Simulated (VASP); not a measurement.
The system is Na3Be2GaSb3.

```
Na Be Ga Sb
1.0
     6.21997    0.00000    0.00000
    -3.10998    5.38665    0.00000
     0.00000    0.00000    6.38072
Na Be Ga Sb
3 2 1 3
Direct
  0.50000 0.00000 0.50000
  0.00000 0.50000 0.50000
  0.50000 0.50000 0.50000
  0.33333 0.66667 0.00000
  0.66667 0.33333 0.00000
  0.00000 0.00000 0.50000
  0.50000 0.00000 0.00000
  0.00000 0.50000 0.00000
  0.50000 0.50000 0.00000
```

```yaml
Program: VASP 6.6.1
Task: relaxation of cell and atoms
Functional: PBE
Potentials_or_basis: VASP PAW PBE potentials, release 64 (Na_pv, Be, Ga_d, Sb)
Cutoff: 600 eV
k_mesh: 3 × 3 × 4
Occupations: gaussian, width 0.1 eV
Spin: no spin polarisation
```

At the start: pressure 31.6 GPa; volume 23.75 Å³/atom.

Where does the relaxation end?

Over 8 steps the energy falls by 1497.4 meV/atom and the volume is 37.09 Å³/atom (+56.2 %); space group P6/mmm (No. 191, to 0.05 Å).

The path:
```csv
step,energy change (eV),largest force (eV/Å),pressure (GPa),volume (Å³)
1,0.0000,0.0000,31.57,213.78
2,-13.0915,0.0000,-2.04,382.89
3,-13.1720,0.0000,-0.03,341.78
4,-13.2358,0.0000,-1.04,358.89
5,-13.2358,0.0000,-0.87,355.62
6,-13.4069,0.0000,-0.54,344.99
7,-13.4746,0.0000,-0.12,335.75
8,-13.4763,0.0000,-0.02,333.84
```

Final structure:
```
CELL_PARAMETERS angstrom
8.05603 0.00000 0.00000
-4.02802 6.97673 0.00000
0.00000 0.00000 5.93974
ATOMIC_POSITIONS crystal
Na 0.50000 0.00000 0.50000
Na 0.00000 0.50000 0.50000
Na 0.50000 0.50000 0.50000
Be 0.33333 0.66667 0.00000
Be 0.66667 0.33333 0.00000
Ga 0.00000 0.00000 0.50000
Sb 0.50000 0.00000 0.00000
Sb 0.00000 0.50000 0.00000
Sb 0.50000 0.50000 0.00000
```

Caveat: the k points lie up to 0.30 Å⁻¹ apart in the final cell; the volume moved by over 15 % at a fixed basis, so the end points are rough.
